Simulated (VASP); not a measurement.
# Cs (Fm-3m) in VASP: further runs

Cs is run at these levels: r2SCAN; tasks: single point.

Everything below comes from runs of VASP 6.6.1. Logs are shortened: lines on timing, memory, paths and dates and some standing lists are left out, and cuts for length are marked.

### 1 The cell of the first run

Symmetry: Fm-3m, No. 225, cubic system. Conventional cell: a = 7.371 Å, b = 7.371 Å, c = 7.371 Å, α = 90.00°, β = 90.00°, γ = 90.00°.

This isn't the form of Cs at room conditions, which is bcc.

### 2 Single point, r2SCAN (100.14 Å³/atom)

File POSCAR:

```
Cs
1.0
    0.0000000000      3.6856895504      3.6856895504
    3.6856895504      0.0000000000      3.6856895504
    3.6856895504      3.6856895504      0.0000000000
Cs
1
Direct
    0.0000000000      0.0000000000      0.0000000000
```

File INCAR.step1:

```
SYSTEM = Cs
PREC = Accurate
ENCUT = 520
ISMEAR = 0
SIGMA = 0.05
LREAL = .False.
LASPH = .True.
NELM = 100
NBANDS = 10
GGA = PE
ALGO = Normal
EDIFF = 1E-4
LWAVE = .True.
LCHARG = .False.
```

File INCAR.step2:

```
SYSTEM = Cs
PREC = Accurate
ENCUT = 520
EDIFF = 1E-6
ISMEAR = 0
SIGMA = 0.05
LREAL = .False.
LASPH = .True.
NELM = 100
ALGO = Normal
ISIF = 2
LWAVE = .False.
LCHARG = .False.
METAGGA = R2SCAN
LMIXTAU = .True.
NBANDS = 10
ISTART = 1
```

File KPOINTS:

```
regular mesh
0
Gamma
  10 10 10
  0 0 0
```

Potentials or basis: VASP PAW PBE potentials, release 64 (Cs_sv).

Command:

```console
cat potpaw_PBE.64/Cs_sv/POTCAR > POTCAR
cp INCAR.step1 INCAR
mpirun -np 1 vasp_std > vasp.out
cp INCAR.step2 INCAR
mpirun -np 1 vasp_std > vasp.out
```

OUTCAR:

```text
SYSTEM = Cs
   PREC = Accurate
   ENCUT = 520
   EDIFF = 1E-6
   ISMEAR = 0
   LREAL = .False.
   LASPH = .True.
   NELM = 100
   ISIF = 2
   METAGGA = R2SCAN
   ISTART = 1

 ion  position               nearest neighbor table
   1  0.000  0.000  0.000-

  LATTYP: Found a face centered cubic cell.
 ALAT       =     7.3713791008

  Lattice vectors:

 A1 = (   0.0000000000,   3.6856895504,   3.6856895504)
 A2 = (   3.6856895504,   0.0000000000,   3.6856895504)
 A3 = (   3.6856895504,   3.6856895504,   0.0000000000)

Analysis of symmetry for initial positions (statically):
=====================================================================
 Subroutine PRICEL returns:
 Original cell was already a primitive cell.

 Routine SETGRP: Setting up the symmetry group for a
 face centered cubic supercell.

 Subroutine GETGRP returns: Found 48 space group operations
 (whereof 48 operations were pure point group operations)
 out of a pool of 48 trial point group operations.

The static configuration has the point symmetry O_h .

Analysis of symmetry for dynamics (positions and initial velocities):
=====================================================================
 Subroutine PRICEL returns:
 Original cell was already a primitive cell.

 Routine SETGRP: Setting up the symmetry group for a
 face centered cubic supercell.

 Subroutine GETGRP returns: Found 48 space group operations
 (whereof 48 operations were pure point group operations)
 out of a pool of 48 trial point group operations.

The dynamic configuration has the point symmetry O_h .

 Subroutine INISYM returns: Found 48 space group operations
 (whereof 48 operations are pure point group operations),
 and found     1 'primitive' translations

----------------------------------------------------------------------------------------

                                     Primitive cell

  volume of cell :     100.1351

  direct lattice vectors                    reciprocal lattice vectors
     0.000000000  3.685689550  3.685689550    -0.135659825  0.135659825  0.135659825
     3.685689550  0.000000000  3.685689550     0.135659825 -0.135659825  0.135659825
     3.685689550  3.685689550  0.000000000     0.135659825  0.135659825 -0.135659825

  length of vectors
     5.212352149  5.212352149  5.212352149     0.234969710  0.234969710  0.234969710

  position of ions in fractional coordinates (direct lattice)
     0.000000000  0.000000000  0.000000000

  ion indices of the primitive-cell ions
   primitive index   ion index
[... 72 lines left out ...]
   NELM   =    100;   NELMIN=  2; NELMDL=  0     # of ELM steps
   EDIFF  = 0.1E-05   stopping-criterion for ELM
   LREAL  =      F    real-space projection
   EDIFFG = 0.1E-04   stopping-criterion for IOM
   NSW    =      0    number of steps for IOM
   IBRION =     -1    ionic relax: 0-MD 1-quasi-New 2-CG
   NFREE  =      0    steps in history (QN), initial steepest desc. (CG)
   ISIF   =      2    stress and relaxation
   ISYM   =      2    0-nonsym 1-usesym 2-fastsym
   POTIM  = 0.5000    time-step for ionic-motion
   TEBEG  =    0.0;   TEEND  =   0.0 temperature during run
   PSTRESS=    0.0 pullay stress
   NELECT =       9.0000    total number of electrons
   NUPDOWN=      -1.0000    fix difference up-down
   EMIN   =  10.00;   EMAX   =-10.00  energy-range for DOS
   EFERMI =   0.00;   METHOD = LEGACY
   ISMEAR =     0;   SIGMA  =   0.05  broadening in eV -4-tet -1-fermi 0-gaus
   EFERMI_NEDOS =   21; number of points for ismear=-14 and -15
   IALGO  =     38    algorithm
   IMIX   =      4    mixing-type and parameters
     AMIX     =   0.40;   BMIX     =  1.00
     AMIX_MAG =   1.60;   BMIX_MAG =  1.00
  volume/ion in A,a.u.               =     100.14       675.74
  Fermi-wavevector in a.u.,A,eV,Ry     =   0.733320  1.385774  7.316647  0.537758
  Thomas-Fermi vector in A             =   1.826000
   LORBIT       =      0    0 simple, 1 ext, 2 COOP (PROOUT), +10 PAW based schemes
   METAGGA = R2SCAN    functional components
   LHFCALC =     F    Hartree Fock is set to
   AEXX    =    0.0000 exact exchange contribution
   IVDW    =     0    specifies the selected vdW correction
   LEPSILON=     F    determine dielectric tensor
   LRPA    =     F    only Hartree local field effects (RPA)
 non-spin polarized calculation
 Gauss-broadening in eV      SIGMA  =   0.05
  energy-cutoff  :      520.00
  volume of cell :      100.14
 maximum number of plane-waves:      2733
   NGX = 19   NGY = 19   NGZ = 19

 number of electron       8.9999999 magnetization

 Free energy of the ion-electron system (eV)
  ---------------------------------------------------
  ext. energy  EPLUGINS =         0.00000000
  ---------------------------------------------------
  free energy    TOTEN  =       -24.97817685 eV

  energy without entropy =      -24.97601673  energy(sigma->0) =      -24.97709679

 E-fermi :   0.9290     XC(G=0):  -6.0025

 val. band max:        0.8804704812   @ k =   0.4000   0.4000   0.0000
 cond. band min:       0.9353065210   @ k =   0.5000   0.0000   0.0000
 fundamental gap:      0.0548360398
 Fermi energy:         0.9289558205

 k-point     1 :       0.0000    0.0000    0.0000
  band No.  band energies     occupation
      1     -23.8025      2.00000
      2     -10.1446      2.00000
      3     -10.1446      2.00000
      4     -10.1446      2.00000
      5      -0.9749      2.00000
      6       3.7313      0.00000
      7       3.7313      0.00000
      8       3.7313      0.00000
      9       5.0416      0.00000
     10       5.0416      0.00000
[... 287 lines left out ...]
 k-point    24 :       0.4000    0.3000    0.0000
  band No.  band energies     occupation
      1     -23.7888      2.00000
      2     -10.3120      2.00000
      3     -10.2109      2.00000
      4     -10.2038      2.00000
      5       0.6978      2.00000
      6       2.1987      0.00000
      7       2.7385      0.00000
      8       4.5870      0.00000
      9       4.8473      0.00000
     10       5.8673      0.00000

 [... further k-points ...]
[... 5 lines left out ...]
  --------------------------------------------------------------------------------------
  -------------------------------------------------------------------------------------
  Total        0.3544731      0.3544731      0.3544731      0.0000000     -0.0000000     -0.0000000
  in kB        5.6716262      5.6716262      5.6716262      0.0000000     -0.0000000     -0.0000000
  external PRESSURE =       5.6716262 kB  Pullay stress =       0.0000000 kB

 VOLUME and BASIS-vectors are now :
 -----------------------------------------------------------------------------
  energy-cutoff  :      520.00
  volume of cell :      100.14
      direct lattice vectors                 reciprocal lattice vectors
     0.000000000  3.685689550  3.685689550    -0.135659825  0.135659825  0.135659825
     3.685689550  0.000000000  3.685689550     0.135659825 -0.135659825  0.135659825
     3.685689550  3.685689550  0.000000000     0.135659825  0.135659825 -0.135659825

 POSITION                                       TOTAL-FORCE (eV/Angst)
 -----------------------------------------------------------------------------------
      0.00000      0.00000      0.00000         0.000000      0.000000      0.000000
 -----------------------------------------------------------------------------------
    total drift:                                0.000000     -0.000000     -0.000000

  FREE ENERGIE OF THE ION-ELECTRON SYSTEM (eV)
  ---------------------------------------------------
  free  energy   TOTEN  =       -24.9781768482 eV

  energy  without entropy=      -24.9760167326  energy(sigma->0) =      -24.97709679
```

OSZICAR.step1:

```text
N       E                     dE             d eps       ncg     rms          rms(c)
DAV:   1     0.521985991312E+02    0.52199E+02   -0.30752E+03   940   0.641E+02
DAV:   2     0.411939356088E+01   -0.48079E+02   -0.47015E+02  1230   0.106E+02
DAV:   3    -0.765256515565E+00   -0.48847E+01   -0.48687E+01  1078   0.406E+01
DAV:   4    -0.829715910395E+00   -0.64459E-01   -0.64446E-01  1264   0.557E+00
DAV:   5    -0.830020912609E+00   -0.30500E-03   -0.30499E-03  1206   0.347E-01    0.138E-01
DAV:   6    -0.829595770625E+00    0.42514E-03   -0.18594E-03  1216   0.206E-01    0.872E-02
DAV:   7    -0.829916917305E+00   -0.32115E-03   -0.32530E-03  1070   0.283E-01    0.401E-02
DAV:   8    -0.830039710993E+00   -0.12279E-03   -0.13377E-04  1070   0.772E-02    0.415E-03
DAV:   9    -0.830040841212E+00   -0.11302E-05   -0.26167E-06   580   0.925E-03
   1 F= -.83004084E+00 E0= -.82905565E+00  d E =-.197038E-02
```

Run time: 4.8 min. Hardware: 1 thread of Intel Xeon 8259CL, shared host; peak memory 0.27 GiB.

Results:

| Property | Result |
| --- | --- |
| Free energy | -24.9782 eV |
| Pressure | 0.6 GPa |
| Band gap on the k mesh | zero (an odd number of electrons rules out a gap without spin polarisation) |

Levels at points of the mesh, in eV from the Fermi level:
| k point | band 1 | band 2 | band 3 | band 4 | band 5 | band 6 | band 7 | band 8 | band 9 | band 10 |
| --- | --- | --- | --- | --- | --- | --- | --- | --- | --- | --- |
| (0.00, 0.00, 0.00) | -24.73 | -11.07 | -11.07 | -11.07 | -1.90 | 2.80 | 2.80 | 2.80 | 4.11 | 4.11 |
| (0.50, 0.00, 0.00) | -24.72 | -11.29 | -11.10 | -11.10 | 0.01 | 0.84 | 2.60 | 2.60 | 5.01 | 5.01 |
| (0.50, 0.50, 0.00) | -24.71 | -11.28 | -11.15 | -11.15 | 0.14 | 1.04 | 1.73 | 4.80 | 4.80 | 5.05 |

Caveat: the PAW data sets were made with another functional, which shifts forces and pressure a little; spin-orbit coupling is left out, which moves the levels of the heavy elements.

### 3 Single point, r2SCAN (105.14 Å³/atom)

This run uses another cell than the first one, of 105.14 Å³/atom.

File POSCAR:

```
Cs
1.0
    0.0000000000      3.7461214313      3.7461214313
    3.7461214313      0.0000000000      3.7461214313
    3.7461214313      3.7461214313      0.0000000000
Cs
1
Direct
    0.0000000000      0.0000000000      0.0000000000
```

File INCAR.step1:

```
SYSTEM = Cs
ALGO = Normal ; EDIFF = 1E-4
ENCUT = 520 ; GGA = PE
ISMEAR = 0 ; LASPH = .TRUE.
LCHARG = .FALSE. ; LREAL = .FALSE.
LWAVE = .TRUE. ; NBANDS = 10
NELM = 80 ; PREC = Accurate
SIGMA = 0.05
```

File INCAR.step2:

```
SYSTEM = Cs
ALGO = Normal ; EDIFF = 1E-6
ENCUT = 520 ; ISIF = 2
ISMEAR = 0 ; ISTART = 1
LASPH = .TRUE. ; LCHARG = .FALSE.
LMIXTAU = .TRUE. ; LREAL = .FALSE.
LWAVE = .FALSE. ; METAGGA = R2SCAN
NBANDS = 10 ; NELM = 80
PREC = Accurate ; SIGMA = 0.05
```

File KPOINTS:

```
k-points
0
G
  10 10 10
  0 0 0
```

Potentials or basis: VASP PAW PBE potentials, release 64 (Cs_sv).

Command:

```console
cat potpaw_PBE.64/Cs_sv/POTCAR > POTCAR
cp INCAR.step1 INCAR
mpirun -np 1 vasp_std > vasp.out
cp INCAR.step2 INCAR
mpirun -np 1 vasp_std > vasp.out
```

OUTCAR:

```text
SYSTEM = Cs
   EDIFF = 1E-6
   ENCUT = 520
   ISIF = 2
   ISMEAR = 0
   ISTART = 1
   LASPH = .TRUE.
   LREAL = .FALSE.
   METAGGA = R2SCAN
   NELM = 80
   PREC = Accurate

 ion  position               nearest neighbor table
   1  0.000  0.000  0.000-

  LATTYP: Found a face centered cubic cell.
 ALAT       =     7.4922428626

  Lattice vectors:

 A1 = (   0.0000000000,   3.7461214313,   3.7461214313)
 A2 = (   3.7461214313,   0.0000000000,   3.7461214313)
 A3 = (   3.7461214313,   3.7461214313,   0.0000000000)

Analysis of symmetry for initial positions (statically):
=====================================================================
 Subroutine PRICEL returns:
 Original cell was already a primitive cell.

 Routine SETGRP: Setting up the symmetry group for a
 face centered cubic supercell.

 Subroutine GETGRP returns: Found 48 space group operations
 (whereof 48 operations were pure point group operations)
 out of a pool of 48 trial point group operations.

The static configuration has the point symmetry O_h .

Analysis of symmetry for dynamics (positions and initial velocities):
=====================================================================
[... 157 lines left out ...]

 val. band max:        0.7578955856   @ k =   0.4000   0.4000   0.0000
 cond. band min:       0.7953448800   @ k =   0.5000   0.3000   0.1000
 fundamental gap:      0.0374492944
 Fermi energy:         0.7806433444

 k-point     1 :       0.0000    0.0000    0.0000
  band No.  band energies     occupation
      1     -23.9623      2.00000
      2     -10.3150      2.00000
      3     -10.3150      2.00000
      4     -10.3150      2.00000
      5      -1.0743      2.00000
      6       3.5727      0.00000
      7       3.5727      0.00000
      8       3.5727      0.00000
      9       4.8312      0.00000
     10       4.8312      0.00000
[... 287 lines left out ...]
 k-point    24 :       0.4000    0.3000    0.0000
  band No.  band energies     occupation
      1     -23.9513      2.00000
      2     -10.4579      2.00000
      3     -10.3718      2.00000
      4     -10.3658      2.00000
      5       0.5559      2.00000
      6       2.0836      0.00000
      7       2.5747      0.00000
      8       4.3709      0.00000
      9       4.6104      0.00000
     10       5.6168      0.00000

 [... further k-points ...]
[... 5 lines left out ...]
  --------------------------------------------------------------------------------------
  -------------------------------------------------------------------------------------
  Total        0.2708227      0.2708227      0.2708227      0.0000000      0.0000000     -0.0000000
  in kB        4.1268642      4.1268642      4.1268642      0.0000000      0.0000000     -0.0000000
  external PRESSURE =       4.1268642 kB  Pullay stress =       0.0000000 kB

 VOLUME and BASIS-vectors are now :
 -----------------------------------------------------------------------------
  energy-cutoff  :      520.00
  volume of cell :      105.14
      direct lattice vectors                 reciprocal lattice vectors
     0.000000000  3.746121431  3.746121431    -0.133471381  0.133471381  0.133471381
     3.746121431  0.000000000  3.746121431     0.133471381 -0.133471381  0.133471381
     3.746121431  3.746121431  0.000000000     0.133471381  0.133471381 -0.133471381

 POSITION                                       TOTAL-FORCE (eV/Angst)
 -----------------------------------------------------------------------------------
      0.00000      0.00000      0.00000         0.000000      0.000000      0.000000
 -----------------------------------------------------------------------------------
    total drift:                                0.000000     -0.000000     -0.000000

  FREE ENERGIE OF THE ION-ELECTRON SYSTEM (eV)
  ---------------------------------------------------
  free  energy   TOTEN  =       -24.9936496698 eV

  energy  without entropy=      -24.9915130514  energy(sigma->0) =      -24.99258136
```

OUTCAR.step1:

```text
SYSTEM = Cs
   EDIFF = 1E-4
   ENCUT = 520
   GGA = PE
   ISMEAR = 0
   LASPH = .TRUE.
[... 529 lines left out ...]
 -----------------------------------------------------------------------------------
      0.00000      0.00000      0.00000         0.000000      0.000000      0.000000
 -----------------------------------------------------------------------------------
    total drift:                               -0.000000     -0.000000     -0.000000

  FREE ENERGIE OF THE ION-ELECTRON SYSTEM (eV)
  ---------------------------------------------------
  free  energy   TOTEN  =        -0.8407695172 eV

  energy  without entropy=       -0.8387893006  energy(sigma->0) =       -0.83977941
```

OSZICAR.step1:

```text
N       E                     dE             d eps       ncg     rms          rms(c)
DAV:   1     0.521505412697E+02    0.52151E+02   -0.30181E+03   940   0.637E+02
DAV:   2     0.398205005730E+01   -0.48168E+02   -0.46924E+02  1240   0.110E+02
DAV:   3    -0.776905872185E+00   -0.47590E+01   -0.47421E+01  1074   0.401E+01
DAV:   4    -0.839934948686E+00   -0.63029E-01   -0.63018E-01  1214   0.550E+00
DAV:   5    -0.840269775276E+00   -0.33483E-03   -0.33482E-03  1254   0.371E-01    0.132E-01
DAV:   6    -0.840160751638E+00    0.10902E-03   -0.16249E-03  1240   0.194E-01    0.858E-02
DAV:   7    -0.840655224741E+00   -0.49447E-03   -0.31628E-03  1058   0.281E-01    0.384E-02
DAV:   8    -0.840768309417E+00   -0.11308E-03   -0.12942E-04  1068   0.743E-02    0.415E-03
DAV:   9    -0.840769517203E+00   -0.12078E-05   -0.31293E-06   584   0.977E-03
   1 F= -.84076952E+00 E0= -.83977941E+00  d E =-.198022E-02
```

It took 4.8 min on 1 thread of Intel Xeon 8259CL, shared host; peak memory 0.27 GiB.

Results:

```
Free energy            : -24.9936 eV
Pressure               : 0.4 GPa
Band gap on the k mesh : zero (an odd number of electrons rules out a gap without spin polarisation)
```

Caveat: the PAW data sets were made with another functional, which shifts forces and pressure a little; spin-orbit coupling is left out, which moves the levels of the heavy elements.

The gap in the log of VASP goes by the Fermi energy; the results here count the filled bands.